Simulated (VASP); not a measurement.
Set up this calculation in VASP 6.6.1, as the native input.

```
Task                   : single point
Functional             : PBE
Potentials or basis    : VASP PAW PBE potentials, release 64 (P, N)
Cutoff                 : 520 eV
k mesh                 : 6 × 6 × 6
Occupations            : gaussian, width 0.1 eV
Spin                   : no spin polarisation
Dipole correction      : no
Further INCAR settings : ALGO = Normal; EDIFF = 1e-07; NBANDS = 24
```

The structure of PN2 lies in POSCAR:

```
PN2
1.0
   -2.1721196900      4.0306485903      2.1482818580
    2.1721196900     -4.0306485903      2.1482818580
    2.1721196900      4.0306485903     -2.1482818580
P N
2 4
Direct
    0.2500000000      0.2500000000      0.0000000000
    0.7500000000      0.7500000000      0.0000000000
    0.1117100000      0.2070000000      0.3187100000
    0.8882900000      0.7930000000      0.6812900000
    0.3882900000      0.7070000000      0.0952900000
    0.6117100000      0.2930000000      0.9047100000
```

The input as run:

INCAR

```
ALGO     = Normal         # electronic algorithm
EDIFF    = 1E-7           # SCF threshold, eV
ENCUT    = 520            # plane-wave cutoff, eV
GGA      = PE             # functional
ISIF     = 2              # what is computed and relaxed
ISMEAR   = 0              # smearing method
LASPH    = T              # aspherical terms in the spheres
LCHARG   = F              # write CHGCAR
LREAL    = F              # projectors in reciprocal space
LWAVE    = F              # write WAVECAR
NBANDS   = 24             # bands
NELM     = 60             # most SCF steps
PREC     = Accurate       # precision mode
SIGMA    = 0.1            # smearing width, eV
```

KPOINTS

```
k-points
0
Gamma
  6 6 6
```

Potentials or basis: VASP PAW PBE potentials, release 64 (P, N).

The run is started by

```console
$ cat potpaw_PBE.64/P/POTCAR potpaw_PBE.64/N/POTCAR > POTCAR
$ mpirun -np 1 vasp_std > vasp.out
```

Results of the run:

```yaml
Pressure: 8.0 GPa
Largest_force: 1.164 eV/Å
Band_gap_on_the_k_mesh: zero (bands 15 and 16 overlap by 0.31 eV)
```

Caveat: the stress differs along the axes, from -4 to 33 GPa; forces of over 1 eV/Å act on the atoms, so gaps and moduli don't describe the material at rest.

Wall time 64 s on 1 thread of Intel(R) Xeon(R) 6975P-C (Granite Rapids), on a shared host, peak memory 0.25 GiB.
